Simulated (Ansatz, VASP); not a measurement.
# Two plane-wave programs on Ir

```
Ir
1.0
     0.00000    1.90050    1.91970
     1.90050    0.00000    1.91970
     1.90050    1.90050    0.00000
Ir
1
Direct
  0.00000 0.00000 0.00000
```

Change from the starting cell: equal xx and yy strain of -1 %, PAW files.

Alike in both runs: task electric field gradients; functional PBE; k mesh 15 × 15 × 15; occupations fermi-dirac, width 0.05 eV; no spin polarisation.

|  | VASP | Ansatz |
| --- | --- | --- |
| version | VASP 6.6.1 | Ansatz 0.2.0 |
| potentials or method | VASP PAW PBE potentials, release 64 (Ir) | PAW with Ansatz's default frozen-core files, scalar-relativistic |
| plane-wave cutoff (eV) | 520 | 420 |
| valence electrons in the cell | 9 | 17 |

VASP gave:

```
pressure (GPa)                                                : 18.0
traceless stress, the component that is largest in VASP (GPa) : -2.80
size of Vzz on the site where it differs most (V/Å²)          : 7.8
```

Q: Estimate Ansatz's values.

A: Pressure (GPa): 17.2; traceless stress, the component that is largest in VASP (GPa): -2.81; size of Vzz on the site where it differs most (V/Å²): 7.9.

VASP's potentials hold 9 valence electrons a cell and Ansatz's 17, so a difference there can come from the potentials and not from the codes.

Neither program's run includes spin-orbit coupling.
